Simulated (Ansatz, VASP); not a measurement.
Two plane-wave programs on B

```xyz
6
Lattice="2.3325 -2.8622 0.0000 2.3325 2.8622 0.0000 0.0000 0.0000 3.3307" Properties=species:S:1:pos:R:3 pbc="T T T"
B     2.3325   -0.5953    1.0331
B     2.3325   -2.2669    1.0331
B     2.3325    0.5953    2.2975
B     2.3325    2.2669    2.2975
B     3.4988    0.0000    0.0000
B     1.1663    0.0000    0.0000
```

Alike in both runs: task relaxation of cell and atoms; functional PBE; k mesh 6 × 6 × 6; occupations gaussian, width 0.1 eV; no spin polarisation.

|  | VASP | Ansatz |
| --- | --- | --- |
| version | VASP 6.6.1 | Ansatz 0.2.0 |
| potentials or method | VASP PAW PBE potentials, release 64 (B), cutoff 600 eV | scalar-relativistic, plane waves, PAW |
| valence electrons in the cell | 18 | 18 |

VASP gave:

```
gap on the k mesh at the Fermi level, each at its own relaxed structure (eV) : none
relaxed volume (Å³/atom)                                                     : 7.91
relaxed cell length with the largest relative difference (Å)                 : 3.139
```

**Question.** Estimate Ansatz's values.

**Answer.** gap on the k mesh at the Fermi level, each at its own relaxed structure (eV): none; relaxed volume (Å³/atom): 7.92; relaxed cell length with the largest relative difference (Å): 3.134.

A gap of «none» marks a metal or a gap that the smearing closes.
